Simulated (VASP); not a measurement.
# Sb (R-3m) in VASP: further runs, part 3 of 3

VASP 6.6.1. The steps go on from the part before.

### Step 4. Single point, BLYP

Contents of INCAR:

```
AGGAC = 1.0 ; AGGAX = 1.0
ALDAC = 0.0 ; ALDAX = 1.0
ALGO = Normal ; EDIFF = 1E-7
ENCUT = 520 ; GGA = B5
ISIF = 2 ; ISMEAR = 1
LASPH = T ; LCHARG = F
LREAL = F ; LWAVE = F
NBANDS = 12 ; NELM = 60
PREC = Accurate ; SIGMA = 0.1
```

Contents of KPOINTS:

```
k-points
0
Gamma
  6 6 6
```

Contents of POSCAR:

```
Sb
1.0
    2.1542000000      1.2437279499      3.7580000000
   -2.1542000000      1.2437279499      3.7580000000
    0.0000000000     -2.4874558998      3.7580000000
Sb
2
Direct
    0.7582551109      0.7554531590      0.7794554286
    0.2259858891      0.2231758410      0.2471835714
```

Potentials or basis: VASP PAW PBE potentials, release 64 (Sb).

The run is started by

```bash
> cat potpaw_PBE.64/Sb/POTCAR > POTCAR
> mpirun -np 1 vasp_std > vasp.out
```

OUTCAR:

```text
EDIFF = 1E-7
   ENCUT = 520
   GGA = B5
   ISIF = 2
   ISMEAR = 1
   LASPH = T
   LREAL = F
   NELM = 60
   PREC = Accurate

 ion  position               nearest neighbor table
   1  0.758  0.755  0.779-   2 2.91   2 2.91   2 2.91   2 3.35   2 3.35   2 3.35
   2  0.226  0.223  0.247-   1 2.91   1 2.91   1 2.91   1 3.35   1 3.35   1 3.35

  LATTYP: Found a trigonal (rhomboedric) cell.
 ALAT       =     4.5066618304
 COS(alpha) =     0.5430253624

  Lattice vectors:

 A1 = (   2.1542000000,   1.2437279499,   3.7580000000)
 A2 = (  -2.1542000000,   1.2437279499,   3.7580000000)
 A3 = (   0.0000000000,  -2.4874558998,   3.7580000000)

Analysis of symmetry for initial positions (statically):
=====================================================================
 Subroutine PRICEL returns:
 Original cell was already a primitive cell.

 Routine SETGRP: Setting up the symmetry group for a
 trigonal (rhombohedral) supercell.

 Subroutine GETGRP returns: Found 12 space group operations
 (whereof  1 operations were pure point group operations)
 out of a pool of 12 trial point group operations.
[... 177 lines left out ...]
      3       5.6565      2.00000
      4       5.9303      2.00000
      5       5.9304      2.00000
      6       9.8807      0.00000
      7      10.4267      0.00000
      8      10.4268      0.00000
      9      13.0460      0.00000
     10      13.0461      0.00000
     11      13.1612      0.00000
     12      14.7757      0.00000
[... 331 lines left out ...]
 k-point    24 :      -0.3333    0.5000    0.1667
  band No.  band energies     occupation
      1      -2.3509      2.00000
      2      -0.9986      2.00000
      3       2.5269      2.00000
      4       3.3973      2.00000
      5       5.9096      2.00000
      6       9.6786     -0.00000
      7      11.2656      0.00000
      8      13.3570      0.00000
      9      13.6815      0.00000
     10      14.9473      0.00000
     11      17.6773      0.00000
     12      18.5933      0.00000

 [... further k-points ...]

------------------------ aborting loop because EDIFF is reached ----------------------------------------

  FORCE on cell =-STRESS in cart. coord.  units (eV):
  Direction    XX          YY          ZZ          XY          YZ          ZX
  --------------------------------------------------------------------------------------
  -------------------------------------------------------------------------------------
  Total        2.7513603      2.7513603      2.6205316      0.0000000      0.0000000      0.0000000
  in kB       72.9690362     72.9690362     69.4993180      0.0000000      0.0000000      0.0000000
  external PRESSURE =      71.8124635 kB  Pullay stress =       0.0000000 kB

 VOLUME and BASIS-vectors are now :
 -----------------------------------------------------------------------------
  energy-cutoff  :      520.00
  volume of cell :       60.41
      direct lattice vectors                 reciprocal lattice vectors
     2.154200000  1.243727950  3.758000000     0.232104726  0.134005726  0.088699663
    -2.154200000  1.243727950  3.758000000    -0.232104726  0.134005726  0.088699663
     0.000000000 -2.487455900  3.758000000     0.000000000 -0.268011452  0.088699663

 POSITION                                       TOTAL-FORCE (eV/Angst)
 -----------------------------------------------------------------------------------
      0.00604     -0.05622      8.61771         0.000000     -0.000000     -0.065172
      0.00605     -0.05622      2.61687         0.000000      0.000000      0.065172
 -----------------------------------------------------------------------------------
    total drift:                                0.002937     -0.000592     -0.000011

  FREE ENERGIE OF THE ION-ELECTRON SYSTEM (eV)
  ---------------------------------------------------
  free  energy   TOTEN  =        -6.6991997050 eV

  energy  without entropy=       -6.6986383353  energy(sigma->0) =       -6.69901258
```

OSZICAR:

```text
N       E                     dE             d eps       ncg     rms          rms(c)
DAV:   1     0.371154931931E+02    0.37115E+02   -0.35460E+03   768   0.653E+02
DAV:   2    -0.467679184211E+01   -0.41792E+02   -0.40377E+02  1028   0.107E+02
DAV:   3    -0.668755492027E+01   -0.20108E+01   -0.19971E+01   940   0.262E+01
DAV:   4    -0.670430703778E+01   -0.16752E-01   -0.16750E-01   912   0.292E+00
DAV:   5    -0.670453566132E+01   -0.22862E-03   -0.22862E-03   920   0.367E-01    0.288E+00
DAV:   6    -0.669884117021E+01    0.56945E-02   -0.85302E-03   888   0.548E-01    0.178E+00
DAV:   7    -0.669902382106E+01   -0.18265E-03   -0.19856E-02   812   0.838E-01    0.812E-02
DAV:   8    -0.669917761924E+01   -0.15380E-03   -0.53236E-04   916   0.151E-01    0.235E-02
DAV:   9    -0.669919693237E+01   -0.19313E-04   -0.22935E-05   912   0.345E-02    0.135E-02
DAV:  10    -0.669919978037E+01   -0.28480E-05   -0.66238E-06   860   0.147E-02    0.393E-03
DAV:  11    -0.669919967321E+01    0.10716E-06   -0.11607E-07   792   0.223E-03    0.891E-04
DAV:  12    -0.669919970497E+01   -0.31756E-07   -0.41120E-08   716   0.142E-03
   1 F= -.66991997E+01 E0= -.66990126E+01  d E =-.561370E-03
```

stdout:

```text
POSCAR found type information on POSCAR Sb
 POSCAR found :  1 types and       2 ions
 scaLAPACK will be used
 -----------------------------------------------------------------------------
|                                                                             |
|                                                                             |
|     You enforced a specific xc type in the INCAR file but a different       |
|     I HOPE YOU KNOW WHAT YOU ARE DOING!                                     |
|                                                                             |
 -----------------------------------------------------------------------------

 LDA part: xc-table for (Slater(with rela. corr.)+VWN5), standard interpolation
 POSCAR, INCAR and KPOINTS ok, starting setup
 FFT: planning ... GRIDC
 FFT: planning ... GRID_SOFT
 FFT: planning ... GRID
 WAVECAR not read
 entering main loop
```

It took 38 s on 1 thread of Intel Xeon Platinum 8259CL at 2.50GHz (Skylake/Cascade Lake), shared host; peak memory 0.2 GiB.

Results:

```
Free energy            : -6.6992 eV
Pressure               : 7.2 GPa
Largest force          : 0.065 eV/Å
Band gap on the k mesh : zero (band 5 reaches 7.79 eV, above the bottom of band 6 at 7.63 eV)
```

Forces on the atoms (eV/Å):
```
Sb   0.000  0.000 -0.065
Sb   0.000  0.000  0.065
```

Levels at points of the mesh, in eV from the Fermi level:
```
           k point  band 3  band 4  band 5  band 6  band 7  band 8
(0.00, 0.00, 0.00)   -2.13   -1.86   -1.86    2.09    2.64    2.64
(0.50, 0.00, 0.00)   -1.95   -1.85   -0.34   -0.16    0.22    0.45
(0.50, 0.50, 0.00)   -5.41   -3.77   -3.67    1.78    4.80    5.44
(0.50, 0.50, 0.50)   -1.34   -1.34   -0.43    0.09    0.09    1.11
```

Caveat: the PAW data sets were made with another functional, which shifts forces and pressure a little; spin-orbit coupling is left out, which moves the levels of the heavy elements.

### Step 5. Single point, PBE

Contents of INCAR:

```
  ALGO = Normal
  EDIFF = 1E-6
  ENCUT = 520
  GGA = PE
  ISIF = 2
  ISMEAR = -1
  LASPH = T
  LCHARG = T
  LELF = T
  LREAL = F
  LVHAR = T
  LWAVE = F
  NBANDS = 12
  NELM = 100
  PREC = Accurate
  SIGMA = 0.05
```

Contents of KPOINTS:

```
k-points
0
Gamma
  3 3 3
```

Contents of POSCAR:

```
Sb
1.0
    2.1542000000      1.2437279499      3.7580000000
   -2.1542000000      1.2437279499      3.7580000000
    0.0000000000     -2.4874558998      3.7580000000
Sb
2
Direct
    0.7665100000      0.7665100000      0.7665100000
    0.2334900000      0.2334900000      0.2334900000
```

The run is started by

```bash
> cat potpaw_PBE.64/Sb/POTCAR > POTCAR
> mpirun -np 1 vasp_std > vasp.out
```

It took 4.2 s on 1 thread of Intel Xeon 6975P-C (Granite Rapids), shared host; peak memory 0.19 GiB.

It converged, with:

- Free energy: -8.3599 eV
- Pressure: 3.5 GPa
- Largest force: 0.089 eV/Å
- Band gap on the k mesh: 1.29 eV, indirect (least direct gap 1.32 eV)

Forces in eV/Å, atoms in the order of the input:
```
Sb   0.000  0.000  0.089
Sb   0.000  0.000 -0.089
```

Stress tensor (GPa, compression positive):
```
4.28 0.00 0.00
0.00 4.28 0.00
0.00 0.00 2.07
```

Levels at points of the mesh, in eV from the valence-band top:
```tsv
k point	band 2	band 3	band 4	band 5	band 6	band 7	band 8	band 9
(0.00, 0.00, 0.00)	-4.21	-1.49	-1.19	-1.19	2.71	3.30	3.30	5.66
```

Caveat: the k points lie up to 0.59 Å⁻¹ apart; spin-orbit coupling is left out, which moves the levels of the heavy elements.

### Step 6. Overview

```tsv
task	level	cell	k mesh	cutoff (eV)	smearing	gap on the mesh (eV)	pressure (GPa)	largest force (eV/Å)
relaxation of cell and atoms	PBE	relaxed to 30 GPa	8 × 8 × 8	600	fermi-dirac 0.05 eV	none	30.0	-
single point	SVWN5	as given	8 × 8 × 8	520	methfessel-paxton 0.05 eV	none	-0.9	0.06
single point	BLYP	as given	6 × 6 × 6	520	methfessel-paxton 0.1 eV	none	7.2	0.07
single point	PBE	as given	3 × 3 × 3	520	fermi-dirac 0.05 eV	1.29	3.5	0.09
```

Some of these runs hold the atoms at other places in the same cell, which the table doesn't show; runs alike in all that it shows share one row.

Alike in all rows: potentials or basis VASP PAW PBE potentials, release 64 (Sb); no spin polarisation.

Caveats: some runs use coarse meshes; spin-orbit coupling is left out, which moves the levels of the heavy elements; the PAW data sets were made with another functional, which shifts forces and pressure a little (some runs); the cell is relaxed towards a set pressure, so the enthalpy falls and the energy may rise (some runs).

Total energies depend on the potentials used, so only differences within one code and one set of settings carry meaning.
